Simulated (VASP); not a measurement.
Input of a VASP 6.6.1 run:

The input INCAR:

```
PREC     = Accurate       # precision mode
ENCUT    = 520            # plane-wave cutoff, eV
EDIFF    = 1E-7           # SCF threshold, eV
ISMEAR   = -1             # smearing method
SIGMA    = 0.05           # smearing width, eV
LREAL    = F              # projectors in reciprocal space
LASPH    = T              # aspherical terms in the spheres
NELM     = 80             # most SCF steps
ALGO     = Normal         # electronic algorithm
ISIF     = 2              # what is computed and relaxed
LWAVE    = F              # write WAVECAR
LCHARG   = F              # write CHGCAR
GGA      = PS             # functional
IVDW     = 13             # dispersion correction
NBANDS   = 13             # bands
```

File KPOINTS:

```
regular mesh
0
Gamma
  11 11 10
```

File POSCAR:

```
Ge
1.0
    1.3862358588     -2.4443150346      0.0000000000
    1.3862358588      2.4443150346      0.0000000000
    0.0000000000      0.0000000000      2.6482699019
Ge
1
Direct
    0.5000000000      0.5000000000      0.0000000000
```

Potentials or basis: VASP PAW PBE potentials, release 64 (Ge_d).

Launch:

```bash
$ cat potpaw_PBE.64/Ge_d/POTCAR > POTCAR
$ mpirun -np 1 vasp_std > vasp.out
```

Problem. Estimate the band gap on the k mesh.

Solution. Zero (band 7 reaches 13.96 eV, above the bottom of band 8 at 4.47 eV).

Problem. Estimate the dispersion energy per atom.

Solution. -0.232 eV.

Stress tensor (GPa, compression positive):
```
-0.09  0.00  0.00
 0.00 -0.12  0.00
 0.00  0.00 -0.21
```

Caveat: the PAW data sets were made with another functional, which shifts forces and pressure a little; pairwise dispersion overbinds metals, which lowers pressure and volume.
